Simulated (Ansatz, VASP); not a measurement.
# Al2GaP3 in VASP and in Ansatz

INCAR

```
SYSTEM = Al2GaP3
ALGO = Normal
EDIFF = 1E-7
EDIFFG = -0.04
ENCUT = 600
GGA = PE
IBRION = 2
ISIF = 3
ISMEAR = 0
LASPH = .TRUE.
LCHARG = .FALSE.
LREAL = .FALSE.
LWAVE = .FALSE.
NELM = 100
NSW = 90
PREC = Accurate
SIGMA = 0.1
```

The input KPOINTS:

```
k-points
0
G
  6 6 2
  0 0 0
```

The input POSCAR:

```
Al2GaP3
1.0
    4.2948992100      0.0000000000      0.0000000000
   -2.1474496000      3.7194918200      0.0000000000
    0.0000000000      0.0000000000      7.4830981300
Al Ga P
2 1 3
Direct
    0.3333333300      0.6666666700      0.6414740200
    0.6666666700      0.3333333300      0.3585259800
    0.0000000000      0.0000000000      0.0000000000
    0.5000000000      0.0000000000      0.5000000000
    0.0000000000      0.5000000000      0.5000000000
    0.5000000000      0.5000000000      0.5000000000
```

Input for Ansatz:

```yaml
crystal:
  lattice:
    - [4.29489921, 0.0, 0.0]
    - [-2.1474496, 3.71949182, 0.0]
    - [0.0, 0.0, 7.48309813]
  atoms:
    - { symbol: Al, position: [0.33333333, 0.66666667, 0.64147402] }
    - { symbol: Al, position: [0.66666667, 0.33333333, 0.35852598] }
    - { symbol: Ga, position: [0.0, 0.0, 0.0] }
    - { symbol: P, position: [0.5, 0.0, 0.5] }
    - { symbol: P, position: [0.0, 0.5, 0.5] }
    - { symbol: P, position: [0.5, 0.5, 0.5] }
basis:
  ecutwfc: 420
kpoints:
  mp_grid: { grid: [6, 6, 2] }
hamiltonian:
  xc: pbe
scf:
  occupations: { method: gaussian, width: 0.1 }
  lower_state_search: "off"
output:
  forces: true
  stress: true
  eigenvalues: true
relax:
  adjacent_minimum: "off"
  f_tol: 0.04
  max_steps: 70
  cell: { stress_tol: 0.4 }
```

Alike in both runs: task relaxation of cell and atoms; functional PBE; k mesh 6 × 6 × 2; occupations gaussian, width 0.1 eV; no spin polarisation.

|  | VASP | Ansatz |
| --- | --- | --- |
| version | VASP 6.6.1 | Ansatz 0.2.0 |
| potentials or method | VASP PAW PBE potentials, release 64 (Al, Ga_d, P), cutoff 600 eV | scalar-relativistic, plane waves, PAW |
| valence electrons in the cell | 34 | 34 |

```csv
,VASP,Ansatz,Ansatz less VASP
"gap on the k mesh at the Fermi level, each at its own relaxed structure (eV)",none,none,-
relaxed volume (Å³/atom),16.63,18.77,+2.137
relaxed cell length with the largest relative difference (Å),5.111,6.047,+0.9355
```

A gap of «none» marks a metal or a gap that the smearing closes. One of these differences is far larger than is usual between the two programs; its cause wasn't traced.

The k mesh is coarse, so the values compare programs but aren't converged. Noted on VASP's run: the volume moved by over 15 % at a fixed basis, so the end points are rough.
